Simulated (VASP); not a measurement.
# ScAl7N8 (P3m1) in VASP: a series of runs, part 2 of 2

VASP 6.6.1.

**4. Relaxation of cell and atoms, PBEsol**

This run uses another cell than the first one, of 11.09 Å³/atom, 1.019 times its volume.

INCAR reads:

```
SYSTEM = ScAl7N8
ALGO = Normal
EDIFF = 1E-6
EDIFFG = -0.05
ENCUT = 600
GGA = PS
IBRION = 2
ISIF = 3
ISMEAR = 0
LASPH = .TRUE.
LCHARG = .FALSE.
LREAL = Auto
LWAVE = .FALSE.
NELM = 60
NSW = 100
PREC = Accurate
SIGMA = 0.1
```

KPOINTS reads:

```
k-points
0
G
  4 6 6
  0 0 0
```

POSCAR reads:

```
ScAl7N8
1.0
    0.0000000000      0.0000000000     -5.0799619200
    3.1748487200      5.4989992800      0.0000000000
    3.1748487200     -5.4989992800      0.0000000000
Sc Al N
1 7 8
Direct
    0.0000000000      0.1666666700      0.3333333300
    0.0000000000      0.1666666700      0.8333333300
    0.0000000000      0.6666666700      0.3333333300
    0.0000000000      0.6666666700      0.8333333300
    0.5000000000      0.3333333300      0.6666666700
    0.5000000000      0.3333333300      0.1666666700
    0.5000000000      0.8333333300      0.6666666700
    0.5000000000      0.8333333300      0.1666666700
    0.6200000000      0.1666666700      0.3333333300
    0.6200000000      0.1666666700      0.8333333300
    0.6200000000      0.6666666700      0.3333333300
    0.6200000000      0.6666666700      0.8333333300
    0.1200000000      0.3333333300      0.6666666700
    0.1200000000      0.3333333300      0.1666666700
    0.1200000000      0.8333333300      0.6666666700
    0.1200000000      0.8333333300      0.1666666700
```

Potentials or basis: VASP PAW PBE potentials, release 64 (Sc_sv, Al, N).

Started as:

```sh
$ cat potpaw_PBE.64/Sc_sv/POTCAR potpaw_PBE.64/Al/POTCAR potpaw_PBE.64/N/POTCAR > POTCAR
$ mpirun -np 1 vasp_std > vasp.out
```

OUTCAR:

```text
SYSTEM = ScAl7N8
   EDIFF = 1E-6
   EDIFFG = -0.05
   ENCUT = 600
   GGA = PS
   IBRION = 2
   ISIF = 3
   ISMEAR = 0
   LASPH = .TRUE.
   LREAL = Auto
   NELM = 60
   NSW = 100
   PREC = Accurate

 ion  position               nearest neighbor table
   1  0.000  0.167  0.333-   9 1.93  14 1.93  13 1.93  16 1.93   6 3.13   6 3.13   8 3.13   5 3.13
                             5 3.13   8 3.13   3 3.17   3 3.17   2 3.17   2 3.17   4 3.17   4 3.17
   2  0.000  0.167  0.833-  10 1.93  13 1.93  14 1.93  15 1.93   5 3.13   5 3.13   7 3.13   6 3.13
                             6 3.13   7 3.13   4 3.17   4 3.17   1 3.17   1 3.17   3 3.17   3 3.17
   3  0.000  0.667  0.333-  11 1.93  16 1.93  15 1.93  14 1.93   8 3.13   8 3.13   6 3.13   6 3.13
                             7 3.13   7 3.13   1 3.17   4 3.17   1 3.17   4 3.17   2 3.17   2 3.17
   4  0.000  0.667  0.833-  12 1.93  15 1.93  13 1.93  16 1.93   7 3.13   7 3.13   8 3.13   5 3.13
                             5 3.13   8 3.13   2 3.17   3 3.17   2 3.17   3 3.17   1 3.17   1 3.17
[... 240 lines left out ...]
  Total       -1.7754474     -1.7754474     -1.7545779      0.0000000      0.0000000      0.0000000
  in kB      -16.0369307    -16.0369306    -15.8484240      0.0000000      0.0000000      0.0000000
  external PRESSURE =     -15.9740951 kB  Pullay stress =       0.0000000 kB
[... 337 lines left out ...]
--------------------------------------- Ionic step        8  -------------------------------------------

 number of electron      72.0000002 magnetization

 Free energy of the ion-electron system (eV)
  ---------------------------------------------------
  ext. energy  EPLUGINS =         0.00000000
  ---------------------------------------------------
  free energy    TOTEN  =      -127.72038564 eV

  energy without entropy =     -127.72038564  energy(sigma->0) =     -127.72038564

 E-fermi :   5.9424     XC(G=0): -11.0691

 val. band max:        5.4654861226   @ k =   0.0000   0.0000   0.0000
 cond. band min:       9.4239424537   @ k =   0.0000   0.0000   0.0000
 fundamental gap:      3.9584563311
 Fermi energy:         5.9424481000

 k-point     1 :       0.0000    0.0000    0.0000
  band No.  band energies     occupation
      1     -40.9725      2.00000
      2     -19.9004      2.00000
      3     -19.9004      2.00000
      4     -19.8595      2.00000
      5      -9.2628      2.00000
      6      -7.4601      2.00000
[... 1184 lines left out ...]
  FREE ENERGIE OF THE ION-ELECTRON SYSTEM (eV)
  ---------------------------------------------------
  free  energy   TOTEN  =      -127.7203856359 eV

  energy  without entropy=     -127.7203856359  energy(sigma->0) =     -127.72038564

 reached required accuracy - stopping structural energy minimisation
```

CONTCAR:

```text
ScAl7N8
   1.00000000000000
     0.0000000000000000    0.0000000000000000   -5.0126082278632449
     3.1663271068842200    5.4842394131972121    0.0000000000000000
     3.1663271068842200   -5.4842394131972121   -0.0000000000000000
  Sc              Al              N
     1     7     8
Direct
     0.0094530961340969    0.1666666699999979    0.3333333300000021
     0.0021507485566894    0.1677342554929201    0.8338671227464609
     0.0021507485566894    0.6661328772535391    0.3322657445070800
     0.0021507485566894    0.6661328772535344    0.8338671227464656
     0.5001464795002516    0.3365035826470920    0.6730071752941826
     0.5001464795002516    0.3365035826470969    0.1634964173529030
[... 8 lines left out ...]
     0.1191794527139879    0.8333333300000021    0.6666666699999979
     0.1239127526842921    0.8118440798956063    0.1559220449478323

  0.00000000E+00  0.00000000E+00  0.00000000E+00
  0.00000000E+00  0.00000000E+00  0.00000000E+00
  0.00000000E+00  0.00000000E+00  0.00000000E+00
  0.00000000E+00  0.00000000E+00  0.00000000E+00
  0.00000000E+00  0.00000000E+00  0.00000000E+00
  0.00000000E+00  0.00000000E+00  0.00000000E+00
[... 8 lines left out ...]
  0.00000000E+00  0.00000000E+00  0.00000000E+00
  0.00000000E+00  0.00000000E+00  0.00000000E+00
```

Wall time 19 min (1 thread of Intel Xeon 6975P-C (Granite Rapids), shared host); peak memory 0.48 GiB.

Results:

| Quantity | Value |
| --- | --- |
| Free energy | -127.7204 eV |
| Relaxed volume | 10.88 Å³/atom |
| Relaxed cell | a = 5.013 Å, b = 6.333 Å, c = 6.333 Å, α = 120.00°, β = 90.00°, γ = 90.00° |
| Space group after relaxing (to 0.05 Å) | P3m1 (No. 156) |
| Energy gained by relaxing | 52.9 meV/atom |
| Ionic steps | 8 |
| Pressure after relaxing | 0.0 GPa |
| Largest force after relaxing | 0.045 eV/Å |
| Band gap on the k mesh | 3.96 eV, direct |

Forces on the atoms (eV/Å):
```
Sc   0.000  0.000 -0.010
Al  -0.006 -0.003 -0.012
Al   0.006 -0.003 -0.012
Al   0.000  0.007 -0.012
Al   0.009 -0.005  0.001
Al   0.000  0.010  0.001
Al   0.000  0.000 -0.045
Al  -0.009 -0.005  0.001
N    0.000  0.000 -0.003
N    0.010  0.006  0.038
N   -0.010  0.006  0.038
N    0.000 -0.011  0.038
N   -0.022  0.013 -0.005
N    0.000 -0.026 -0.005
N    0.000  0.000 -0.005
N    0.022  0.013 -0.005
```

Stress tensor (GPa, compression positive):
```
 0.05  0.00  0.00
 0.00  0.05  0.00
 0.00  0.00 -0.14
```

Step by step:
```
step  energy change (eV)  largest force (eV/Å)  pressure (GPa)  volume (Å³)
   1              0.0000                3.4006           -1.60       177.38
   2             -0.7440                1.0167           -0.38       174.55
   3             -0.7915                0.6521           -0.94       175.14
   4             -0.8380                0.1916            0.84       173.44
   5             -0.8391                0.1747            0.60       173.66
   6             -0.8451                0.0598           -0.33       174.41
   7             -0.8451                0.0615           -0.37       174.45
   8             -0.8472                0.0454           -0.01       174.09
```

Final structure:
```cif
data_structure
_symmetry_space_group_name_H-M 'P 1'
_symmetry_Int_Tables_number 1
_cell_length_a 5.0126
_cell_length_b 6.3327
_cell_length_c 6.3327
_cell_angle_alpha 120.000
_cell_angle_beta 90.000
_cell_angle_gamma 90.000
_cell_volume 174.09
loop_
_atom_site_label
_atom_site_type_symbol
_atom_site_fract_x
_atom_site_fract_y
_atom_site_fract_z
_atom_site_occupancy
Sc1 Sc 0.00945 0.16667 0.33333 1
Al1 Al 0.00215 0.16773 0.83387 1
Al2 Al 0.00215 0.66613 0.33227 1
Al3 Al 0.00215 0.66613 0.83387 1
Al4 Al 0.50015 0.33650 0.67301 1
Al5 Al 0.50015 0.33650 0.16350 1
Al6 Al 0.50236 0.83333 0.66667 1
Al7 Al 0.50015 0.82699 0.16350 1
N1 N 0.58622 0.16667 0.33333 1
N2 N 0.62139 0.16510 0.83255 1
N3 N 0.62139 0.66745 0.33490 1
N4 N 0.62139 0.66745 0.83255 1
N5 N 0.12391 0.34408 0.68816 1
N6 N 0.12391 0.34408 0.15592 1
N7 N 0.11918 0.83333 0.66667 1
N8 N 0.12391 0.81184 0.15592 1
```

Levels at points of the mesh, in eV from the valence-band top:
```csv
k point,band 32,band 33,band 34,band 35,band 36,band 37,band 38,band 39,band 40,band 41
"(0.00, 0.00, 0.00)",-0.39,-0.39,-0.32,-0.32,0.00,3.96,4.52,4.52,4.84,4.96
"(0.50, 0.00, 0.00)",-0.86,-0.67,-0.67,-0.29,-0.29,4.55,4.55,5.04,5.15,5.15
"(0.00, 0.50, 0.00)",-0.75,-0.50,-0.29,-0.14,-0.14,4.47,4.74,5.16,5.46,5.46
"(0.50, 0.50, 0.00)",-0.95,-0.91,-0.69,-0.20,-0.08,4.82,5.04,5.17,5.50,5.89
```

Caveat: the PAW data sets were made with another functional, which shifts forces and pressure a little; the relaxation stopped at a loose force limit of 0.05 eV/Å, so its end isn't a converged minimum. A k mesh can miss the band edges.

**5. Overview**

| task | cell | k mesh | cutoff (eV) | smearing | gap on the mesh (eV) | pressure (GPa) | largest force (eV/Å) |
| --- | --- | --- | --- | --- | --- | --- | --- |
| single point | a = 5.007, b = 6.336, c = 6.336 Å, angles 120.0, 90.0, 90.0°, 16 atoms | 6 × 6 × 6 | 520 | gaussian 0.01 eV | 3.95 | 0.1 | 0.05 |
| single point | a = 5.002, b = 6.343, c = 6.343 Å, angles 120.0, 90.0, 90.0°, 16 atoms | 4 × 6 × 6 | 520 | gaussian 0.1 eV | 3.92 | -0.1 | 0.05 |
| relaxation of cell and atoms | relaxed from a = 5.080, b = 6.350, c = 6.350 Å, angles 120.0, 90.0, 90.0°, 16 atoms | 4 × 6 × 6 | 600 | gaussian 0.1 eV | 3.96 | 0.0 | 0.05 |

Alike in all rows: level PBEsol; potentials or basis VASP PAW PBE potentials, release 64 (Sc_sv, Al, N); no spin polarisation.

Caveats: the PAW data sets were made with another functional, which shifts forces and pressure a little; the relaxation stopped at a loose force limit of 0.05 eV/Å, so its end isn't a converged minimum (some runs).

Total energies depend on the potentials used, so only differences within one code and one set of settings carry meaning.
